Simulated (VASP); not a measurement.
# La2AlN2 (I4/mmm) in VASP: single point with PBE

Aim: the single point of La2AlN2 with PBE.

All numbers are computed with VASP 6.6.1; they aren't measurements. Logs are shortened: lines on timing, memory, paths and dates and some standing lists are left out, and cuts for length are marked.

### Step 1. The cell of the first run

It takes space group I4/mmm (No. 139, tetragonal). Conventional cell: a = 3.797 Å, b = 3.797 Å, c = 12.655 Å, α = 90.00°, β = 90.00°, γ = 90.00°. Within 3.3 Å of La (site symmetry 4mm) lie 5 N at 2.45 to 2.69 Å and 4 Al at 3.29 Å. Within 2.6 Å of Al (site symmetry 4/mmm) lie 2 N at 1.97 Å. Within 2.7 Å of N (site symmetry 4mm) lie 1 Al at 1.97 Å and 5 La at 2.45 to 2.69 Å.

### Step 2. Single point, PBE

The input, INCAR:

```
ALGO = Normal ; EDIFF = 1E-7
ENCUT = 520 ; GGA = PE
ISIF = 2 ; ISMEAR = 0
LASPH = T ; LCHARG = F
LREAL = F ; LWAVE = F
NBANDS = 26 ; NELM = 60
PREC = Accurate ; SIGMA = 0.1
```

The input, KPOINTS:

```
k-points
0
Gamma
  14 14 14
```

The input, POSCAR:

```
La2AlN2
1.0
   -1.8984028000      1.8984028000      6.3272893000
    1.8984028000     -1.8984028000      6.3272893000
    1.8984028000      1.8984028000     -6.3272893000
La Al N
2 1 2
Direct
    0.8491450000      0.8491450000      0.0000000000
    0.1508550000      0.1508550000      0.0000000000
    0.5000000000      0.5000000000      0.0000000000
    0.6552870000      0.6552870000      0.0000000000
    0.3447130000      0.3447130000      0.0000000000
```

Potentials or basis: VASP PAW PBE potentials, release 64 (La, Al, N).

Run with:

```sh
> cat potpaw_PBE.64/La/POTCAR potpaw_PBE.64/Al/POTCAR potpaw_PBE.64/N/POTCAR > POTCAR
> mpirun -np 1 vasp_std > vasp.out
```

OUTCAR:

```text
EDIFF = 1E-7
   ENCUT = 520
   GGA = PE
   ISIF = 2
   ISMEAR = 0
   LASPH = T
   LREAL = F
   NELM = 60
   PREC = Accurate

 ion  position               nearest neighbor table
   1  0.849  0.849  0.000-   4 2.45   5 2.69   5 2.69   5 2.69   5 2.69   3 3.29   3 3.29   3 3.29
                             3 3.29   2 3.67   2 3.67   2 3.67   2 3.67
   2  0.151  0.151  0.000-   5 2.45   4 2.69   4 2.69   4 2.69   4 2.69   3 3.29   3 3.29   3 3.29
                             3 3.29   1 3.67   1 3.67   1 3.67   1 3.67
   3  0.500  0.500  0.000-   4 1.97   5 1.97   2 3.29   1 3.29   2 3.29   2 3.29   2 3.29   1 3.29
                             1 3.29   1 3.29
   4  0.655  0.655  0.000-   3 1.97   1 2.45   2 2.69   2 2.69   2 2.69   2 2.69
   5  0.345  0.345  0.000-   3 1.97   2 2.45   1 2.69   1 2.69   1 2.69   1 2.69

  LATTYP: Found a body centered tetragonal cell.
 ALAT       =     3.7968056000
 C/A-ratio  =     3.3329540496

  Lattice vectors:

 A1 = (  -1.8984028000,   1.8984028000,   6.3272893000)
 A2 = (   1.8984028000,  -1.8984028000,   6.3272893000)
 A3 = (   1.8984028000,   1.8984028000,  -6.3272893000)

Analysis of symmetry for initial positions (statically):
=====================================================================
 Subroutine PRICEL returns:
 Original cell was already a primitive cell.

 Routine SETGRP: Setting up the symmetry group for a
 body centered tetragonal supercell.

 Subroutine GETGRP returns: Found 16 space group operations
 (whereof 16 operations were pure point group operations)
 out of a pool of 16 trial point group operations.

The static configuration has the point symmetry D_4h.

Analysis of symmetry for dynamics (positions and initial velocities):
=====================================================================
 Subroutine PRICEL returns:
 Original cell was already a primitive cell.

 Routine SETGRP: Setting up the symmetry group for a
 body centered tetragonal supercell.

 Subroutine GETGRP returns: Found 16 space group operations
 (whereof 16 operations were pure point group operations)
 out of a pool of 16 trial point group operations.

The dynamic configuration has the point symmetry D_4h.

 Subroutine INISYM returns: Found 16 space group operations
 (whereof 16 operations are pure point group operations),
 and found     1 'primitive' translations

----------------------------------------------------------------------------------------

                                     Primitive cell

  volume of cell :      91.2125

  direct lattice vectors                    reciprocal lattice vectors
    -1.898402800  1.898402800  6.327289300     0.000000000  0.263379300  0.079022782
     1.898402800 -1.898402800  6.327289300     0.263379300  0.000000000  0.079022782
     1.898402800  1.898402800 -6.327289300     0.263379300  0.263379300  0.000000000

  length of vectors
     6.873314795  6.873314795  6.873314795     0.274978646  0.274978646  0.372474578

  position of ions in fractional coordinates (direct lattice)
     0.849145000  0.849145000  0.000000000
     0.150855000  0.150855000  0.000000000
     0.500000000  0.500000000  0.000000000
     0.655287000  0.655287000  0.000000000
     0.344713000  0.344713000  0.000000000

  ion indices of the primitive-cell ions
   primitive index   ion index
                 1           1
                 2           2
                 3           3
                 4           4
                 5           5

----------------------------------------------------------------------------------------

 KPOINTS: k-points

Automatic generation of k-mesh.
 Grid dimensions read from file:
 generate k-points for:   14   14   14

 Generating k-lattice:

  Cartesian coordinates                     Fractional coordinates (reciprocal lattice)
     0.000000000  0.018812807  0.005644484     0.071428571  0.000000000 -0.000000000
     0.018812807  0.000000000  0.005644484     0.000000000  0.071428571 -0.000000000
     0.018812807  0.018812807  0.000000000     0.000000000  0.000000000  0.071428571

  Length of vectors
     0.019641332  0.019641332  0.026605327

  Shift w.r.t. Gamma in fractional coordinates (k-lattice)
     0.000000000  0.000000000  0.000000000

 Subroutine IBZKPT returns following result:
 ===========================================

 Found    244 irreducible k-points:

 Following reciprocal coordinates:
            Coordinates               Weight
  0.000000  0.000000  0.000000      1.000000
  0.071429  0.000000  0.000000      8.000000
  0.142857  0.000000  0.000000      8.000000
  0.214286  0.000000 -0.000000      8.000000
  0.285714  0.000000  0.000000      8.000000
  0.357143  0.000000  0.000000      8.000000
[... 16 lines left out ...]
  0.214286  0.142857  0.000000     16.000000
  0.285714  0.142857 -0.000000     16.000000
 [... further k-points ...]
   k-points           NKPTS =    244   k-points in BZ     NKDIM =    244   number of bands    NBANDS=     26
   number of dos      NEDOS =    301   number of ions     NIONS =      5
   total plane-waves  NPLWV = 157464
   dimension x,y,z NGX =    54 NGY =   54 NGZ =   54
   dimension x,y,z NGXF=   108 NGYF=  108 NGZF=  108
   ions per type =               2   1   2
   NGX,Y,Z   is equivalent  to a cutoff of  13.06, 13.06, 13.06 a.u.
   NGXF,Y,Z  is equivalent  to a cutoff of  26.12, 26.12, 26.12 a.u.
 SYSTEM =  unknown system
   PREC   = accura    normal or accurate (medium, high low for compatibility)
   ISTART =      0    job   : 0-new  1-cont  2-samecut
   ICHARG =      2    charge: 1-file 2-atom 10-const
   ISPIN  =      1    spin polarized calculation?
   LNONCOLLINEAR =      F non collinear calculations
   LSORBIT =      F    spin-orbit coupling
   LASPH  =      T    aspherical Exc in radial PAW
   ENCUT  =  520.0 eV  38.22 Ry    6.18 a.u.  12.78 12.78 12.78*2*pi/ulx,y,z
   NELM   =     60;   NELMIN=  2; NELMDL= -5     # of ELM steps
   EDIFF  = 0.1E-06   stopping-criterion for ELM
   LREAL  =      F    real-space projection
   EDIFFG = 0.1E-05   stopping-criterion for IOM
   NSW    =      0    number of steps for IOM
   IBRION =     -1    ionic relax: 0-MD 1-quasi-New 2-CG
   NFREE  =      0    steps in history (QN), initial steepest desc. (CG)
   ISIF   =      2    stress and relaxation
   ISYM   =      2    0-nonsym 1-usesym 2-fastsym
   POTIM  = 0.5000    time-step for ionic-motion
   TEBEG  =    0.0;   TEEND  =   0.0 temperature during run
   PSTRESS=    0.0 pullay stress
   NELECT =      35.0000    total number of electrons
   NUPDOWN=      -1.0000    fix difference up-down
   EMIN   =  10.00;   EMAX   =-10.00  energy-range for DOS
   EFERMI =   0.00;   METHOD = LEGACY
   ISMEAR =     0;   SIGMA  =   0.10  broadening in eV -4-tet -1-fermi 0-gaus
   EFERMI_NEDOS =   21; number of points for ismear=-14 and -15
   IALGO  =     38    algorithm
   IMIX   =      4    mixing-type and parameters
     AMIX     =   0.40;   BMIX     =  1.00
     AMIX_MAG =   1.60;   BMIX_MAG =  1.00
  volume/ion in A,a.u.               =      18.24       123.11
  Fermi-wavevector in a.u.,A,eV,Ry     =   1.189632  2.248079 19.255302  1.415225
  Thomas-Fermi vector in A             =   2.325735
   LORBIT       =      0    0 simple, 1 ext, 2 COOP (PROOUT), +10 PAW based schemes
   GGA     = PE    functional components
   LHFCALC =     F    Hartree Fock is set to
   AEXX    =    0.0000 exact exchange contribution
   IVDW    =     0    specifies the selected vdW correction
   LEPSILON=     F    determine dielectric tensor
   LRPA    =     F    only Hartree local field effects (RPA)
 non-spin polarized calculation
 Gauss-broadening in eV      SIGMA  =   0.10
  energy-cutoff  :      520.00
  volume of cell :       91.21
 maximum number of plane-waves:      2472
 NGX is ok and might be reduce to    54
   NGX = 25   NGY = 25   NGZ = 25

 number of electron      34.9999999 magnetization

 Free energy of the ion-electron system (eV)
  ---------------------------------------------------
  ext. energy  EPLUGINS =         0.00000000
  ---------------------------------------------------
  free energy    TOTEN  =       -35.67417733 eV

  energy without entropy =      -35.66283676  energy(sigma->0) =      -35.66850704

 E-fermi :   8.6859     XC(G=0): -10.5599

 val. band max:        8.6816411839   @ k =  -0.2857   0.5000   0.2857
 cond. band min:       8.6874137860   @ k =  -0.2857  -0.2857   0.1429
 fundamental gap:      0.0057726021
 Fermi energy:         8.6858512585

 k-point     1 :       0.0000    0.0000    0.0000
  band No.  band energies     occupation
      1     -23.4762      2.00000
      2     -23.2512      2.00000
      3      -8.1446      2.00000
      4      -7.1953      2.00000
      5      -7.0685      2.00000
      6      -7.0685      2.00000
[... 18 lines left out ...]
     25      11.3369      0.00000
     26      11.4111      0.00000

 k-point     2 :       0.0714    0.0000    0.0000
  band No.  band energies     occupation
      1     -23.4700      2.00000
      2     -23.2505      2.00000
      3      -8.1465      2.00000
      4      -7.4000      2.00000
      5      -7.0579      2.00000
      6      -6.9332      2.00000
[... 18 lines left out ...]
     25      11.4084      0.00000
     26      11.4382      0.00000

 k-point     3 :       0.1429    0.0000    0.0000
  band No.  band energies     occupation
      1     -23.4525      2.00000
      2     -23.2489      2.00000
      3      -8.1643      2.00000
      4      -7.6955      2.00000
      5      -7.0423      2.00000
      6      -7.0273      2.00000
[... 18 lines left out ...]
     25      11.3979      0.00000
     26      11.5434      0.00000

 k-point     4 :       0.2143    0.0000   -0.0000
  band No.  band energies     occupation
      1     -23.4256      2.00000
      2     -23.2479      2.00000
      3      -8.2291      2.00000
      4      -7.9973      2.00000
      5      -7.2173      2.00000
      6      -6.9803      2.00000
[... 18 lines left out ...]
     25      11.3769      0.00000
     26      11.6195      0.00000

 k-point     5 :       0.2857    0.0000    0.0000
  band No.  band energies     occupation
      1     -23.3929      2.00000
      2     -23.2497      2.00000
      3      -8.3550      2.00000
      4      -8.2691      2.00000
      5      -7.2839      2.00000
      6      -6.9229      2.00000
[... 18 lines left out ...]
     25      11.3689      0.00000
     26      11.6764      0.00000

 k-point     6 :       0.3571    0.0000    0.0000
  band No.  band energies     occupation
      1     -23.3582      2.00000
      2     -23.2562      2.00000
      3      -8.5012      2.00000
      4      -8.4816      2.00000
      5      -7.2591      2.00000
      6      -6.8622      2.00000
[... 427 lines left out ...]
 k-point    21 :      -0.0714    0.0714    0.0000
  band No.  band energies     occupation
      1     -23.4646      2.00000
      2     -23.2490      2.00000
      3      -8.1528      2.00000
      4      -7.4819      2.00000
      5      -7.1096      2.00000
      6      -6.8846      2.00000
[... 18 lines left out ...]
     25      11.4072      0.00000
     26      11.4677      0.00000

 k-point    22 :       0.1429    0.1429    0.0000
  band No.  band energies     occupation
      1     -23.4277      2.00000
      2     -23.2483      2.00000
      3      -8.1641      2.00000
      4      -7.8190      2.00000
      5      -7.2313      2.00000
      6      -7.0907      2.00000
[... 18 lines left out ...]
     25      11.4737      0.00000
     26      11.5605      0.00000

 k-point    23 :       0.2143    0.1429    0.0000
  band No.  band energies     occupation
      1     -23.4013      2.00000
      2     -23.2474      2.00000
      3      -8.2059      2.00000
      4      -8.0029      2.00000
      5      -7.2633      2.00000
      6      -7.1693      2.00000
[... 18 lines left out ...]
     25      11.4911      0.00000
     26      11.6152      0.00000

 k-point    24 :       0.2857    0.1429   -0.0000
  band No.  band energies     occupation
      1     -23.3696      2.00000
      2     -23.2485      2.00000
      3      -8.2954      2.00000
      4      -8.2188      2.00000
      5      -7.2568      2.00000
      6      -7.1763      2.00000
[... 18 lines left out ...]
     25      11.4915      0.00000
     26      11.6566      0.00000

 [... further k-points ...]

------------------------ aborting loop because EDIFF is reached ----------------------------------------

  FORCE on cell =-STRESS in cart. coord.  units (eV):
  Direction    XX          YY          ZZ          XY          YZ          ZX
  --------------------------------------------------------------------------------------
  -------------------------------------------------------------------------------------
  Total       -0.1238886     -0.1238886     -0.0599727      0.0000000     -0.0000000      0.0000000
  in kB       -2.1761435     -2.1761435     -1.0534391      0.0000000     -0.0000000      0.0000000
  external PRESSURE =      -1.8019087 kB  Pullay stress =       0.0000000 kB

 VOLUME and BASIS-vectors are now :
 -----------------------------------------------------------------------------
  energy-cutoff  :      520.00
  volume of cell :       91.21
      direct lattice vectors                 reciprocal lattice vectors
    -1.898402800  1.898402800  6.327289300     0.000000000  0.263379300  0.079022782
     1.898402800 -1.898402800  6.327289300     0.263379300  0.000000000  0.079022782
     1.898402800  1.898402800 -6.327289300     0.263379300  0.263379300  0.000000000

 POSITION                                       TOTAL-FORCE (eV/Angst)
 -----------------------------------------------------------------------------------
      0.00000      0.00000     10.74557         0.000000      0.000000     -0.010844
      0.00000      0.00000      1.90901        -0.000000     -0.000000      0.010844
      0.00000      0.00000      6.32729        -0.000000     -0.000000     -0.000000
      0.00000      0.00000      8.29238        -0.000000     -0.000000     -0.001434
      0.00000      0.00000      4.36220         0.000000      0.000000      0.001434
 -----------------------------------------------------------------------------------
    total drift:                                0.000000      0.000000     -0.000000

  FREE ENERGIE OF THE ION-ELECTRON SYSTEM (eV)
  ---------------------------------------------------
  free  energy   TOTEN  =       -35.6741773286 eV

  energy  without entropy=      -35.6628367560  energy(sigma->0) =      -35.66850704
```

Run time: 51 min. Hardware: 1 thread of Intel Xeon 8259CL, shared host; peak memory 0.88 GiB.

What came out:

```
Free energy            : -35.6742 eV
Pressure               : -0.2 GPa
Largest force          : 0.011 eV/Å
Band gap on the k mesh : zero (an odd number of electrons rules out a gap without spin polarisation)
```

Forces in eV/Å, atoms in the order of the input:
```
La   0.000  0.000 -0.011
La   0.000  0.000  0.011
Al   0.000  0.000  0.000
N    0.000  0.000 -0.001
N    0.000  0.000  0.001
```

Caveat: spin-orbit coupling is left out, which moves the levels of the heavy elements.
